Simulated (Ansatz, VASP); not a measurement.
# One calculation of Te2Mo, two programs

Contents of INCAR:

```
ALGO = Normal
EDIFF = 1E-6
ENCUT = 520
GGA = CA
ISIF = 2
ISMEAR = 0
KPAR = 4
LASPH = T
LCHARG = T
LREAL = F
LVHAR = T
LWAVE = F
NBANDS = 49
NELM = 60
PREC = Accurate
SIGMA = 0.05
```

The input KPOINTS:

```
k-points
0
Gamma
  12 12 1
```

The input POSCAR:

```
Te2Mo
1.0
    3.4709964735      0.0000000000      0.0000000000
   -1.7354982368      3.0059711225      0.0000000000
    0.0000000000      0.0000000000     30.2065362563
Te Mo
6 3
Direct
    0.0288101704      0.0000000000      0.9405159683
    0.3183001513      0.6666666667      0.7128929968
    0.3195575964      0.6666666667      0.1682534351
    0.3195575964      0.6666666667      0.8317465649
    0.3183001513      0.6666666667      0.2871070032
    0.0288101704      0.0000000000      0.0594840317
   -0.0142924373      0.0000000000      0.7722229666
   -0.0142924373      0.0000000000      0.2277770334
    0.3619148793      0.6666666667      0.0000000000
```

Input for Ansatz:

```yaml
crystal:
  lattice:
    - [3.4709964735, 0.0, 0.0]
    - [-1.7354982368, 3.0059711225, 0.0]
    - [0.0, 0.0, 30.2065362563]
  atoms:
    - { symbol: Te, position: [0.0288101704, 0.0, 0.9405159683] }
    - { symbol: Te, position: [0.3183001513, 0.6666666667, 0.7128929968] }
    - { symbol: Te, position: [0.3195575964, 0.6666666667, 0.1682534351] }
    - { symbol: Te, position: [0.3195575964, 0.6666666667, 0.8317465649] }
    - { symbol: Te, position: [0.3183001513, 0.6666666667, 0.2871070032] }
    - { symbol: Te, position: [0.0288101704, 0.0, 0.0594840317] }
    - { symbol: Mo, position: [-0.0142924373, 0.0, 0.7722229666] }
    - { symbol: Mo, position: [-0.0142924373, 0.0, 0.2277770334] }
    - { symbol: Mo, position: [0.3619148793, 0.6666666667, 0.0] }
basis:
  ecutwfc: 420
kpoints:
  mp_grid: { grid: [12, 12, 1] }
hamiltonian:
  xc: lda
scf:
  occupations: { method: gaussian, width: 0.05 }
output:
  forces: true
  stress: true
  eigenvalues: true
```

Change from the starting cell: mode 7 (24.8 1/cm) frozen in, largest displacement +0.100 Å.

Alike in both runs: task single point; functional LDA; k mesh 12 × 12 × 1; occupations gaussian, width 0.05 eV; no spin polarisation.

|  | VASP | Ansatz |
| --- | --- | --- |
| version | VASP 6.6.1 | Ansatz 0.2.0 |
| potentials or method | VASP PAW LDA potentials, release 64 (Te, Mo_sv), cutoff 520 eV | scalar-relativistic, plane waves, PAW |
| valence electrons in the cell | 78 | 138 |

Ansatz gave:

| Property | Result |
| --- | --- |
| gap on the k mesh at the Fermi level (eV) | 0.82 |
| least direct gap on the mesh (eV) | 1.15 |
| rms of the force components (eV/Å) | 0.011 |

Question: What did VASP give for the same quantities?

Answer: gap on the k mesh at the Fermi level (eV): 0.81; least direct gap on the mesh (eV): 1.15; rms of the force components (eV/Å): 0.027.

LDA's correlation is that of Perdew and Zunger in VASP and of Perdew and Wang (1992) in Ansatz. Atom by atom the forces differ by 0.027 eV/Å (rms over components). VASP's potentials hold 78 valence electrons a cell and Ansatz's 138, so a difference there can come from the potentials and not from the codes.

Spin-orbit coupling is off throughout.
